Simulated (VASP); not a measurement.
A run of VASP 6.6.1 is set up as follows.

File INCAR:

```
PREC = Accurate
ENCUT = 520
EDIFF = 1E-6
ISMEAR = 0
SIGMA = 0.1
LREAL = F
LASPH = T
NELM = 80
ALGO = Normal
ISIF = 2
LWAVE = F
LCHARG = F
LDIPOL = T
IDIPOL = 3
DIPOL = 0.5 0.5 0.489
GGA = PS
NBANDS = 50
```

Contents of KPOINTS:

```
Automatic mesh
0
Gamma
  12 12 1
```

The input POSCAR:

```
Ti4CN4O
1.0
    2.9726300472      0.0000000000      0.0000000000
   -1.4863150236      2.5743731369      0.0000000000
    0.0000000000      0.0000000000     28.6449979446
N Ti C O
4 4 1 1
Direct
    0.3333333333      0.6666666667      0.2967359263
    0.0000000000      0.0000000000      0.3814677275
    0.6666666667      0.3333333333      0.4659964168
    0.3333333333      0.6666666667      0.5523678869
    0.6666666667      0.3333333333      0.3391018269
    0.3333333333      0.6666666667      0.4238336280
    0.0000000000      0.0000000000      0.5088514025
    0.6666666667      0.3333333333      0.5900779691
    0.0000000000      0.0000000000      0.6458458415
    0.0000000000      0.0000000000      0.6866920145
```

Potentials or basis: VASP PAW PBE potentials, release 64 (N, Ti_sv, C, O).

Command:

```sh
$ cat potpaw_PBE.64/N/POTCAR potpaw_PBE.64/Ti_sv/POTCAR potpaw_PBE.64/C/POTCAR potpaw_PBE.64/O/POTCAR > POTCAR
$ mpirun -np 1 vasp_std > vasp.out
```

Q: Predict the largest force.

A: 5.854 eV/Å.

Q: What does it give for the band gap on the k mesh?

A: Zero (bands 39 and 40 overlap by 0.45 eV).

Forces on the atoms (eV/Å):
```
N    0.000  0.000  4.458
N    0.000  0.000  1.279
N    0.000  0.000 -0.001
N    0.000  0.000 -0.005
Ti   0.000  0.000 -5.854
Ti   0.000  0.000  0.091
Ti   0.000  0.000 -0.006
Ti   0.000  0.000  0.030
C    0.000  0.000 -0.796
O    0.000  0.000  0.804
```

Caveat: the PAW data sets were made with another functional, which shifts forces and pressure a little.
